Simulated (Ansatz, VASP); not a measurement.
NaF in VASP and in Ansatz

INCAR

```
ALGO = Normal ; EDIFF = 1E-6
ENCUT = 520 ; GGA = PE
ISIF = 2 ; ISMEAR = 0
LASPH = T ; LCHARG = F
LREAL = F ; LWAVE = F
NBANDS = 14 ; NELM = 60
PREC = Accurate ; SIGMA = 0.1
```

File KPOINTS:

```
k-points
0
Gamma
  6 6 6
```

The input POSCAR:

```
NaF
1.0
    2.9313277198      0.0000000000      0.0000000000
    0.0000000000      2.9313277198      0.0000000000
    0.0000000000      0.0000000000      2.9313277198
Na F
1 1
Direct
    0.0000000000      0.0000000000      0.0000000000
    0.5000000000      0.5000000000      0.5000000000
```

Input for Ansatz:

```yaml
crystal:
  lattice:
    - [2.9313277198, 0.0, 0.0]
    - [0.0, 2.9313277198, 0.0]
    - [0.0, 0.0, 2.9313277198]
  atoms:
    - { symbol: Na, position: [0.0, 0.0, 0.0] }
    - { symbol: F, position: [0.5, 0.5, 0.5] }
basis:
  ecutwfc: 420
kpoints:
  mp_grid: { grid: [6, 6, 6] }
hamiltonian:
  xc: pbe
scf:
  occupations: { method: gaussian, width: 0.1 }
output:
  forces: true
  stress: true
  eigenvalues: true
```

Alike in both runs: task single point; functional PBE; k mesh 6 × 6 × 6; occupations gaussian, width 0.1 eV; no spin polarisation.

```csv
,VASP,Ansatz
version,VASP 6.6.1,Ansatz 0.2.0
potentials or method,"VASP PAW PBE potentials, release 64 (Na_pv, F), cutoff 520 eV","scalar-relativistic, plane waves, PAW"
valence electrons in the cell,14,16
```

VASP gave:

| Quantity | Value |
| --- | --- |
| gap on the k mesh at the Fermi level (eV) | 5.26 |
| least direct gap on the mesh (eV) | 5.54 |
| pressure (GPa) | -3.1 |

**Question.** What did Ansatz give for the same quantities?

**Answer.** gap on the k mesh at the Fermi level (eV): 5.27; least direct gap on the mesh (eV): 5.56; pressure (GPa): -2.9.

VASP's potentials hold 14 valence electrons a cell and Ansatz's 16, so a difference there can come from the potentials and not from the codes.
